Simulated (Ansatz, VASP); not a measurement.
# One calculation of Li, two programs

```xyz
2
Lattice="3.0646 0.0000 0.0000 -1.5323 2.6541 0.0000 0.0000 0.0000 4.9647" Properties=species:S:1:pos:R:3 pbc="T T T"
Li   -0.0919    1.7163    1.0922
Li    1.6243    0.9378    3.8725
```

Change from the starting cell: shortest bond scaled by 0.88, PAW files.

Alike in both runs: task single point; functional PBE; k mesh 11 × 11 × 6; occupations fermi-dirac, width 0.05 eV; no spin polarisation.

```csv
,VASP,Ansatz
version,VASP 6.6.1,Ansatz 0.2.0
potentials or method,"VASP PAW PBE potentials, release 64 (Li_sv)","PAW with Ansatz's default frozen-core files, scalar-relativistic"
plane-wave cutoff (eV),520,420
valence electrons in the cell,6,6
```

|  | VASP | Ansatz | Ansatz less VASP |
| --- | --- | --- | --- |
| rms of the force components (eV/Å) | 0.235 | 0.233 | -0.0015 |

Atom by atom the forces differ by 0.001 eV/Å (rms over components).

Noted on VASP's run: the cutoff is short for stress, so the pressure is rough.
